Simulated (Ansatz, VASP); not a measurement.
One calculation of Te, two programs

INCAR

```
PREC     = Accurate       # precision mode
ENCUT    = 520            # plane-wave cutoff, eV
EDIFF    = 1E-7           # SCF threshold, eV
ISMEAR   = 0              # smearing method
SIGMA    = 0.15           # smearing width, eV
LREAL    = F              # projectors in reciprocal space
LASPH    = T              # aspherical terms in the spheres
NELM     = 100            # most SCF steps
ALGO     = Normal         # electronic algorithm
ISIF     = 2              # what is computed and relaxed
LWAVE    = F              # write WAVECAR
LCHARG   = T              # write CHGCAR
GGA      = PE             # functional
LELF     = T              # ELF
LVHAR    = T            
NBANDS   = 9              # bands
```

KPOINTS

```
Automatic mesh
0
Gamma
  15 15 15
```

The input POSCAR:

```
Te
1.0
    2.1897655617      1.3134001201      1.8460290148
   -2.3599859155      1.3134001201      2.0582749212
   -0.0851101769     -2.6268002401      1.9521519680
Te
1
Direct
    0.5000000000      0.5000000000      0.5000000000
```

Input for Ansatz:

```yaml
crystal:
  lattice:
    - [2.1897655617, 1.3134001201, 1.8460290148]
    - [-2.3599859155, 1.3134001201, 2.0582749212]
    - [-0.0851101769, -2.6268002401, 1.952151968]
  atoms:
    - { symbol: Te, position: [0.5, 0.5, 0.5] }
basis:
  ecutwfc: 420
kpoints:
  mp_grid: { grid: [15, 15, 15] }
hamiltonian:
  xc: pbe
scf:
  occupations: { method: gaussian, width: 0.15 }
output:
  forces: true
  stress: true
  eigenvalues: true
```

Change from the starting cell: engineering shear strain xz -0.0933, normal strain along z +0.0700.

Alike in both runs: task single point; functional PBE; k mesh 15 × 15 × 15; occupations gaussian, width 0.15 eV; no spin polarisation.

|  | VASP | Ansatz |
| --- | --- | --- |
| version | VASP 6.6.1 | Ansatz 0.2.0 |
| potentials or method | VASP PAW PBE potentials, release 64 (Te), cutoff 520 eV | scalar-relativistic, plane waves, PAW |
| valence electrons in the cell | 6 | 16 |

VASP gave:

| Quantity | Value |
| --- | --- |
| gap on the k mesh at the Fermi level (eV) | none |
| pressure (GPa) | -2.6 |
| traceless stress, the component that is largest in VASP (GPa) | 1.48 |

Q: Estimate Ansatz's values.

A: gap on the k mesh at the Fermi level (eV): none; pressure (GPa): -2.5; traceless stress, the component that is largest in VASP (GPa): 1.49.

A gap of «none» marks a metal or a gap that the smearing closes. With one functional, cell and mesh, what is left measures potentials, basis and numerics. VASP's potentials hold 6 valence electrons a cell and Ansatz's 16, so a difference there can come from the potentials and not from the codes.

Neither program's run includes spin-orbit coupling.
